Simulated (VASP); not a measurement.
# CaO (P6_3/mmc) in VASP: notebook

The runs below take CaO through single point, with PBE.

Program: VASP 6.6.1. These are calculated values, not measurements. Logs are shortened: lines on timing, memory, paths and dates and some standing lists are left out, and cuts for length are marked.

### 1 The cell of the first run

The structure is hexagonal, space group P6_3/mmc (No. 194). The conventional cell has a = 4.052 Å, b = 4.052 Å, c = 4.641 Å, α = 90.00°, β = 90.00°, γ = 120.00°. Ca (site symmetry -6m2) has 5 O at 2.32 to 2.34 Å within 3.1 Å. O (site symmetry -6m2) has 5 Ca at 2.32 to 2.34 Å within 3.1 Å.

### 2 Single point, PBE (strain +0.015 along x and y, -0.030 along z)

File INCAR:

```
PREC = Accurate ; ENCUT = 520
EDIFF = 1E-6 ; ISMEAR = 0
SIGMA = 0.05 ; LREAL = F
LASPH = T ; NELM = 80
ALGO = Normal ; ISIF = 2
LWAVE = F ; LCHARG = T
GGA = PE ; LELF = T
LVHAR = T ; NBANDS = 24
```

File KPOINTS:

```
regular mesh
0
Gamma
  9 9 6
```

File POSCAR:

```
CaO
1.0
    4.0518554619      0.0000000000      0.0000000000
   -2.0259277309      3.5090097624      0.0000000000
    0.0000000000      0.0000000000      4.6412948097
Ca O
2 2
Direct
    0.3333333333      0.6666666667      0.7500000000
    0.6666666667      0.3333333333      0.2500000000
    0.3333333333      0.6666666667      0.2500000000
    0.6666666667      0.3333333333      0.7500000000
```

Potentials or basis: VASP PAW PBE potentials, release 64 (Ca_sv, O).

Launch:

```console
$ cat potpaw_PBE.64/Ca_sv/POTCAR potpaw_PBE.64/O/POTCAR > POTCAR
$ mpirun -np 1 vasp_std > vasp.out
```

OUTCAR:

```text
PREC = Accurate
   ENCUT = 520
   EDIFF = 1E-6
   ISMEAR = 0
   LREAL = F
   LASPH = T
   NELM = 80
   ISIF = 2
   GGA = PE

 ion  position               nearest neighbor table
   1  0.333  0.667  0.750-   3 2.32   3 2.32   4 2.34   4 2.34   4 2.34
   2  0.667  0.333  0.250-   4 2.32   4 2.32   3 2.34   3 2.34   3 2.34
   3  0.333  0.667  0.250-   1 2.32   1 2.32   2 2.34   2 2.34   2 2.34
   4  0.667  0.333  0.750-   2 2.32   2 2.32   1 2.34   1 2.34   1 2.34

  LATTYP: Found a hexagonal cell.
 ALAT       =     4.0518554619
 C/A-ratio  =     1.1454739325

  Lattice vectors:

 A1 = (   4.0518554619,   0.0000000000,   0.0000000000)
 A2 = (  -2.0259277309,   3.5090097624,   0.0000000000)
 A3 = (   0.0000000000,   0.0000000000,   4.6412948097)

Analysis of symmetry for initial positions (statically):
=====================================================================
 Subroutine PRICEL returns:
 Original cell was already a primitive cell.

 Routine SETGRP: Setting up the symmetry group for a
 hexagonal supercell.

 Subroutine GETGRP returns: Found 24 space group operations
 (whereof 12 operations were pure point group operations)
 out of a pool of 24 trial point group operations.

The static configuration has the point symmetry D_3d.
 The point group associated with its full space group is D_6h.

Analysis of symmetry for dynamics (positions and initial velocities):
=====================================================================
 Subroutine PRICEL returns:
 Original cell was already a primitive cell.

 Routine SETGRP: Setting up the symmetry group for a
 hexagonal supercell.

 Subroutine GETGRP returns: Found 24 space group operations
 (whereof 12 operations were pure point group operations)
 out of a pool of 24 trial point group operations.

The dynamic configuration has the point symmetry D_3d.
 The point group associated with its full space group is D_6h.

 Subroutine INISYM returns: Found 24 space group operations
 (whereof 12 operations are pure point group operations),
 and found     1 'primitive' translations

----------------------------------------------------------------------------------------

                                     Primitive cell

  volume of cell :      65.9899

  direct lattice vectors                    reciprocal lattice vectors
     4.051855462  0.000000000  0.000000000     0.246800511  0.142490342  0.000000000
    -2.025927731  3.509009762  0.000000000     0.000000000  0.284980683  0.000000000
     0.000000000  0.000000000  4.641294810     0.000000000  0.000000000  0.215457117

  length of vectors
     4.051855462  4.051855462  4.641294810     0.284980683  0.284980683  0.215457117

  position of ions in fractional coordinates (direct lattice)
     0.333333333  0.666666667  0.750000000
     0.666666667  0.333333333  0.250000000
     0.333333333  0.666666667  0.250000000
     0.666666667  0.333333333  0.750000000

  ion indices of the primitive-cell ions
   primitive index   ion index
                 1           1
                 2           2
                 3           3
                 4           4

----------------------------------------------------------------------------------------

 KPOINTS: regular mesh

Automatic generation of k-mesh.
 Grid dimensions read from file:
 generate k-points for:    9    9    6

 Generating k-lattice:

  Cartesian coordinates                     Fractional coordinates (reciprocal lattice)
     0.027422279  0.015832260  0.000000000     0.111111111  0.000000000  0.000000000
     0.000000000  0.031664520  0.000000000     0.000000000  0.111111111  0.000000000
     0.000000000  0.000000000  0.035909520     0.000000000  0.000000000  0.166666667

  Length of vectors
     0.031664520  0.031664520  0.035909520

  Shift w.r.t. Gamma in fractional coordinates (k-lattice)
     0.000000000  0.000000000  0.000000000

 Subroutine IBZKPT returns following result:
 ===========================================

 Found     48 irreducible k-points:

 Following reciprocal coordinates:
            Coordinates               Weight
  0.000000  0.000000  0.000000      1.000000
  0.111111  0.000000  0.000000      6.000000
  0.222222  0.000000  0.000000      6.000000
  0.333333  0.000000  0.000000      6.000000
  0.444444  0.000000  0.000000      6.000000
  0.111111  0.111111  0.000000      6.000000
[... 16 lines left out ...]
  0.333333  0.222222  0.166667     24.000000
  0.333333  0.333333  0.166667      4.000000
 [... further k-points ...]
   k-points           NKPTS =     48   k-points in BZ     NKDIM =     48   number of bands    NBANDS=     24
   number of dos      NEDOS =    301   number of ions     NIONS =      4
   total plane-waves  NPLWV =  32400
   dimension x,y,z NGX =    30 NGY =   30 NGZ =   36
   dimension x,y,z NGXF=    60 NGYF=   60 NGZF=   72
   ions per type =               2   2
   NGX,Y,Z   is equivalent  to a cutoff of  12.31, 12.31, 12.89 a.u.
   NGXF,Y,Z  is equivalent  to a cutoff of  24.62, 24.62, 25.79 a.u.
 SYSTEM =  unknown system
   PREC   = accura    normal or accurate (medium, high low for compatibility)
   ISTART =      0    job   : 0-new  1-cont  2-samecut
   ICHARG =      2    charge: 1-file 2-atom 10-const
   ISPIN  =      1    spin polarized calculation?
   LNONCOLLINEAR =      F non collinear calculations
   LSORBIT =      F    spin-orbit coupling
   LASPH  =      T    aspherical Exc in radial PAW
   ENCUT  =  520.0 eV  38.22 Ry    6.18 a.u.   7.53  7.53  8.63*2*pi/ulx,y,z
   NELM   =     80;   NELMIN=  2; NELMDL= -5     # of ELM steps
   EDIFF  = 0.1E-05   stopping-criterion for ELM
   LREAL  =      F    real-space projection
   EDIFFG = 0.1E-04   stopping-criterion for IOM
   NSW    =      0    number of steps for IOM
   IBRION =     -1    ionic relax: 0-MD 1-quasi-New 2-CG
   NFREE  =      0    steps in history (QN), initial steepest desc. (CG)
   ISIF   =      2    stress and relaxation
   ISYM   =      2    0-nonsym 1-usesym 2-fastsym
   POTIM  = 0.5000    time-step for ionic-motion
   TEBEG  =    0.0;   TEEND  =   0.0 temperature during run
   PSTRESS=    0.0 pullay stress
   NELECT =      32.0000    total number of electrons
   NUPDOWN=      -1.0000    fix difference up-down
   EMIN   =  10.00;   EMAX   =-10.00  energy-range for DOS
   EFERMI =   0.00;   METHOD = LEGACY
   ISMEAR =     0;   SIGMA  =   0.05  broadening in eV -4-tet -1-fermi 0-gaus
   EFERMI_NEDOS =   21; number of points for ismear=-14 and -15
   IALGO  =     38    algorithm
   IMIX   =      4    mixing-type and parameters
     AMIX     =   0.40;   BMIX     =  1.00
     AMIX_MAG =   1.60;   BMIX_MAG =  1.00
  volume/ion in A,a.u.               =      16.50       111.33
  Fermi-wavevector in a.u.,A,eV,Ry     =   1.286172  2.430512 22.507268  1.654238
  Thomas-Fermi vector in A             =   2.418262
   LORBIT       =      0    0 simple, 1 ext, 2 COOP (PROOUT), +10 PAW based schemes
   GGA     = PE    functional components
   LHFCALC =     F    Hartree Fock is set to
   AEXX    =    0.0000 exact exchange contribution
   IVDW    =     0    specifies the selected vdW correction
   LEPSILON=     F    determine dielectric tensor
   LRPA    =     F    only Hartree local field effects (RPA)
 non-spin polarized calculation
 Gauss-broadening in eV      SIGMA  =   0.05
  energy-cutoff  :      520.00
  volume of cell :       65.99
 maximum number of plane-waves:      1811
 NGX is ok and might be reduce to    30
   NGX = 15   NGY = 15   NGZ = 17

 number of electron      32.0000014 magnetization

 Free energy of the ion-electron system (eV)
  ---------------------------------------------------
  ext. energy  EPLUGINS =         0.00000000
  ---------------------------------------------------
  free energy    TOTEN  =       -25.29896272 eV

  energy without entropy =      -25.29896272  energy(sigma->0) =      -25.29896272

 E-fermi :   1.7586     XC(G=0):  -9.3815

 val. band max:        1.4320074439   @ k =   0.0000   0.0000   0.0000
 cond. band min:       4.4341497017   @ k =   0.0000   0.0000   0.0000
 fundamental gap:      3.0021422578
 Fermi energy:         1.7586218658

 k-point     1 :       0.0000    0.0000    0.0000
  band No.  band energies     occupation
      1     -36.2865      2.00000
      2     -36.1426      2.00000
      3     -17.6172      2.00000
      4     -17.4122      2.00000
      5     -17.4122      2.00000
      6     -17.1869      2.00000
[... 16 lines left out ...]
     23       9.6582      0.00000
     24       9.7915      0.00000

 k-point     2 :       0.1111    0.0000    0.0000
  band No.  band energies     occupation
      1     -36.2815      2.00000
      2     -36.1452      2.00000
      3     -17.6007      2.00000
      4     -17.4558      2.00000
      5     -17.4227      2.00000
      6     -17.2432      2.00000
[... 16 lines left out ...]
     23       9.5343      0.00000
     24       9.5777      0.00000

 k-point     3 :       0.2222    0.0000    0.0000
  band No.  band energies     occupation
      1     -36.2676      2.00000
      2     -36.1530      2.00000
      3     -17.5615      2.00000
      4     -17.5543      2.00000
      5     -17.4478      2.00000
      6     -17.3750      2.00000
[... 16 lines left out ...]
     23       9.6802      0.00000
     24       9.7890      0.00000

 k-point     4 :       0.3333    0.0000    0.0000
  band No.  band energies     occupation
      1     -36.2484      2.00000
      2     -36.1653      2.00000
      3     -17.6752      2.00000
      4     -17.5089      2.00000
      5     -17.4880      2.00000
      6     -17.4743      2.00000
[... 16 lines left out ...]
     23       9.6259      0.00000
     24       9.9017      0.00000

 k-point     5 :       0.4444    0.0000    0.0000
  band No.  band energies     occupation
      1     -36.2312      2.00000
      2     -36.1779      2.00000
      3     -17.7464      2.00000
      4     -17.5889      2.00000
      5     -17.4908      2.00000
      6     -17.4258      2.00000
[... 16 lines left out ...]
     23       9.7219      0.00000
     24      10.1316      0.00000

 k-point     6 :       0.1111    0.1111    0.0000
  band No.  band energies     occupation
      1     -36.2720      2.00000
      2     -36.1504      2.00000
      3     -17.5692      2.00000
      4     -17.5245      2.00000
      5     -17.4492      2.00000
      6     -17.3319      2.00000
[... 16 lines left out ...]
     23       9.6332      0.00000
     24       9.6879      0.00000
[... 379 lines left out ...]
 k-point    21 :       0.4444    0.1111    0.1667
  band No.  band energies     occupation
      1     -36.2217      2.00000
      2     -36.1853      2.00000
      3     -17.8764      2.00000
      4     -17.7627      2.00000
      5     -17.4914      2.00000
      6     -17.2923      2.00000
[... 16 lines left out ...]
     23       9.9298      0.00000
     24      10.4194      0.00000

 k-point    22 :       0.2222    0.2222    0.1667
  band No.  band energies     occupation
      1     -36.2329      2.00000
      2     -36.1769      2.00000
      3     -17.8311      2.00000
      4     -17.7178      2.00000
      5     -17.4911      2.00000
      6     -17.3176      2.00000
[... 16 lines left out ...]
     23       9.5477      0.00000
     24      10.1703      0.00000

 k-point    23 :       0.3333    0.2222    0.1667
  band No.  band energies     occupation
      1     -36.2173      2.00000
      2     -36.1889      2.00000
      3     -17.8542      2.00000
      4     -17.7851      2.00000
      5     -17.5224      2.00000
      6     -17.2669      2.00000
[... 16 lines left out ...]
     23       9.7810      0.00000
     24      10.3852      0.00000

 k-point    24 :       0.3333    0.3333    0.1667
  band No.  band energies     occupation
      1     -36.2025      2.00000
      2     -36.2025      2.00000
      3     -17.8303      2.00000
      4     -17.8303      2.00000
      5     -17.5434      2.00000
      6     -17.2187      2.00000
[... 16 lines left out ...]
     23       9.6918      0.00000
     24      10.5599      0.00000

 [... further k-points ...]
[... 5 lines left out ...]
  --------------------------------------------------------------------------------------
  -------------------------------------------------------------------------------------
  Total       -0.0407060     -0.0407060      2.9356115     -0.0000000     -0.0000000      0.0000000
  in kB       -0.9883050     -0.9883050     71.2740588     -0.0000000     -0.0000000      0.0000000
  external PRESSURE =      23.0991496 kB  Pullay stress =       0.0000000 kB

 VOLUME and BASIS-vectors are now :
 -----------------------------------------------------------------------------
  energy-cutoff  :      520.00
  volume of cell :       65.99
      direct lattice vectors                 reciprocal lattice vectors
     4.051855462  0.000000000  0.000000000     0.246800511  0.142490342  0.000000000
    -2.025927731  3.509009762  0.000000000     0.000000000  0.284980683  0.000000000
     0.000000000  0.000000000  4.641294810     0.000000000  0.000000000  0.215457117

 POSITION                                       TOTAL-FORCE (eV/Angst)
 -----------------------------------------------------------------------------------
     -0.00000      2.33934      3.48097        -0.000000      0.000000     -0.000000
      2.02593      1.16967      1.16032        -0.000000     -0.000000      0.000000
     -0.00000      2.33934      1.16032         0.000000     -0.000000      0.000000
      2.02593      1.16967      3.48097        -0.000000      0.000000      0.000000
 -----------------------------------------------------------------------------------
    total drift:                               -0.000000      0.000000     -0.000000

  FREE ENERGIE OF THE ION-ELECTRON SYSTEM (eV)
  ---------------------------------------------------
  free  energy   TOTEN  =       -25.2989627246 eV

  energy  without entropy=      -25.2989627246  energy(sigma->0) =      -25.29896272
```

It used 71 s of CPU time on 1 thread of Intel Xeon 6975P-C, with other jobs on the host.

Results:

```
Free energy            : -25.2990 eV
Pressure               : 2.3 GPa
Band gap on the k mesh : 3.00 eV, direct
```

Stress tensor (GPa, compression positive):
```
-0.10  0.00  0.00
 0.00 -0.10  0.00
 0.00  0.00  7.13
```

Levels at points of the mesh, in eV from the valence-band top:
```
           k point  band 12  band 13  band 14  band 15  band 16  band 17  band 18  band 19  band 20  band 21
(0.00, 0.00, 0.00)    -1.27    -1.20    -1.20    -1.00     0.00     3.00     5.98     5.98     7.80     8.05
(0.00, 0.00, 0.50)    -1.71    -1.39    -1.39    -1.39    -1.39     4.79     4.79     7.77     7.77     7.77
```

Caveat: the cell differs from its parent crystal (strain +0.015 along x and y, -0.030 along z). A k mesh can miss the band edges.

### 3 Single point, PBE (strain +0.000 along x and y, +0.015 along z)

File INCAR:

```
PREC = Accurate
ENCUT = 520
EDIFF = 1E-7
ISMEAR = 0
SIGMA = 0.05
LREAL = F
LASPH = T
NELM = 60
ALGO = Normal
ISIF = 2
LWAVE = F
LCHARG = F
GGA = PE
NBANDS = 24
```

File KPOINTS:

```
Automatic mesh
0
Gamma
  9 9 6
```

File POSCAR:

```
CaO
1.0
    3.9919758245      0.0000000000      0.0000000000
   -1.9959879122      3.4571524753      0.0000000000
    0.0000000000      0.0000000000      4.8566126101
Ca O
2 2
Direct
    0.3333333333      0.6666666667      0.7500000000
    0.6666666667      0.3333333333      0.2500000000
    0.3333333333      0.6666666667      0.2500000000
    0.6666666667      0.3333333333      0.7500000000
```

Potentials or basis: VASP PAW PBE potentials, release 64 (Ca_sv, O).

Launch:

```console
$ cat potpaw_PBE.64/Ca_sv/POTCAR potpaw_PBE.64/O/POTCAR > POTCAR
$ mpirun -np 1 vasp_std > vasp.out
```

It used 76 s of CPU time on 1 thread of Intel Xeon 6975P-C (shared host).

It converged, with:

| Quantity | Value |
| --- | --- |
| Free energy | -25.3483 eV |
| Pressure | 0.1 GPa |
| Band gap on the k mesh | 3.15 eV, direct |

Stress tensor (GPa, compression positive):
```
 0.63  0.00  0.00
 0.00  0.63  0.00
 0.00  0.00 -0.98
```

Levels at points of the mesh, in eV from the valence-band top:
```
           k point  band 13  band 14  band 15  band 16  band 17  band 18  band 19  band 20
(0.00, 0.00, 0.00)    -1.13    -1.11    -1.11     0.00     3.15     6.15     6.15     7.53
(0.00, 0.00, 0.50)    -1.24    -1.24    -1.24    -1.24     4.96     4.96     7.69     7.69
```

Caveat: the cell differs from its parent crystal (strain +0.000 along x and y, +0.015 along z). A k mesh can miss the band edges.
